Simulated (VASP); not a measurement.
The system is BaTiO3.

```
CELL_PARAMETERS angstrom
-3.98923 0.00000 0.00000
0.00000 -2.84165 2.85137
0.00000 2.84165 2.85137
ATOMIC_POSITIONS crystal
Ba 0.00000 0.00000 0.00000
Ti 0.50000 0.51430 0.51430
O 0.00000 0.48900 0.48900
O 0.50000 0.99223 0.50443
O 0.50000 0.50443 0.99223
```

Base run:

| Property | Result |
| --- | --- |
| Program | VASP 6.6.1 |
| Functional | PBEsol |
| Potentials or basis | VASP PAW PBE potentials, release 64 (Ba_sv, Ti_sv, O) |
| Cutoff | 520 eV |
| k mesh | 8 × 8 × 8 |
| Occupations | fermi-dirac, width 0.114 eV |
| Spin | no spin polarisation |

Its results: band gap on the k mesh 1.82 eV (least direct gap 2.04 eV); pressure -2.8 GPa; largest force 0.290 eV/Å.

Question: The run is repeated on the same cell with these changes: k mesh from 8 × 8 × 8 to 5 × 5 × 5; further incar settings from ALGO = Normal; EDIFF = 1e-07; NBANDS = 28; ISYM = 0 to ALGO = Normal; EDIFF = 1e-07; NBANDS = 28. What comes out?

Answer: Band gap on the k mesh 1.95 eV (least direct gap 2.04 eV); pressure -2.8 GPa; largest force 0.297 eV/Å.

Caveats: the PAW data sets were made with another functional, which shifts forces and pressure a little; spin-orbit coupling is left out, which moves the levels of the heavy elements.

A k mesh can miss the band edges.
